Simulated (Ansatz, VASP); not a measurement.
## BAs: VASP beside Ansatz

```xyz
2
Lattice="0.0000 2.3012 2.3012 2.3012 0.0000 2.3012 2.3012 2.3012 0.0000" Properties=species:S:1:pos:R:3 pbc="T T T"
B     0.0000    0.0000    0.0000
As    2.3012    2.3012    2.3012
```

Alike in both runs: functional r2SCAN; k mesh 15 × 15 × 15; occupations fermi-dirac, width 0.05 eV; no spin polarisation.

Ansatz relaxed the structure, and its values are those at the end. VASP's run is a single point on that final structure, the one shown.

|  | VASP | Ansatz |
| --- | --- | --- |
| version | VASP 6.6.1 | Ansatz 0.2.0 |
| potentials or method | VASP PAW PBE potentials, release 64 (B, As) | PAW with Ansatz's default frozen-core files, scalar-relativistic |
| plane-wave cutoff (eV) | 520 | 500 |
| valence electrons in the cell | 8 | 18 |

```csv
,VASP,Ansatz,Ansatz less VASP
pressure (GPa),0.1,0.0,-0.10
```

VASP's potentials were made for PBE, not for r2SCAN. The functional is the same, so the differences come from potentials, cutoffs and numerics. VASP's potentials hold 8 valence electrons a cell and Ansatz's 18, so a difference there can come from the potentials and not from the codes.
